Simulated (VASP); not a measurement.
Input of a VASP 6.6.1 run:

Contents of INCAR:

```
PREC = Accurate
ENCUT = 520
EDIFF = 1E-6
ISMEAR = -1
SIGMA = 0.08
LREAL = F
LASPH = T
NELM = 150
ALGO = Normal
ISIF = 2
LWAVE = F
LCHARG = T
ISPIN = 2
MAGMOM = 1 1
LORBIT = 11
LMAXMIX = 4
GGA = PE
LELF = T
LVHAR = T
NBANDS = 21
```

File KPOINTS:

```
regular mesh
0
Gamma
  20 20 11
```

Contents of POSCAR:

```
Ni
1.0
    2.1880497785      0.0000000000      0.0000000000
   -1.0940248892      1.8949066929      0.0000000000
    0.0000000000      0.0000000000      3.5916387312
Ni
2
Direct
    0.3333333333      0.6666666667      0.2500000000
    0.6666666667      0.3333333333      0.7500000000
```

Potentials or basis: VASP PAW PBE potentials, release 64 (Ni).

Command:

```sh
$ cat potpaw_PBE.64/Ni/POTCAR > POTCAR
$ mpirun -np 1 vasp_std > vasp.out
```

(1) What does it give for the net moment?

(2) Predict the pressure.

(3) Predict the site moments.

Results:

(1) 1.02 μB per cell.

(2) 188.9 GPa.

(3) Ni +0.49 μB.

Caveat: the cell stands under pressure.
